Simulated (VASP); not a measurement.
A run of VASP 6.6.1:

The input INCAR:

```
SYSTEM = BP
PREC = Accurate ; ENCUT = 520
EDIFF = 1E-6 ; ISMEAR = 0
SIGMA = 0.02 ; LREAL = .False.
LASPH = .True. ; NELM = 80
ALGO = Normal ; ISIF = 2
LWAVE = .False. ; LCHARG = .False.
GGA = PS ; NBANDS = 11
```

Contents of KPOINTS:

```
regular mesh
0
Gamma
  10 10 10
  0 0 0
```

The input POSCAR:

```
BP
1.0
    0.0000000000      2.2513375631      2.2513375631
    2.2513375631      0.0000000000      2.2513375631
    2.2513375631      2.2513375631      0.0000000000
B P
1 1
Direct
    0.0000000000      0.0000000000      0.0000000000
    0.2500000000      0.2500000000      0.2500000000
```

Potentials or basis: VASP PAW PBE potentials, release 64 (B, P).

Command:

```console
$ cat potpaw_PBE.64/B/POTCAR potpaw_PBE.64/P/POTCAR > POTCAR
$ mpirun -np 1 vasp_std > vasp.out
```

Hardware: 1 thread of Intel(R) Xeon(R) Platinum 8488C (Sapphire Rapids), on a shared host.

Estimate the wall time of this run.

Wall time 5.9 s on 1 thread of Intel(R) Xeon(R) Platinum 8488C (Sapphire Rapids) (shared host), peak memory 0.13 GiB. Counts: scf iterations 12, k points 47.
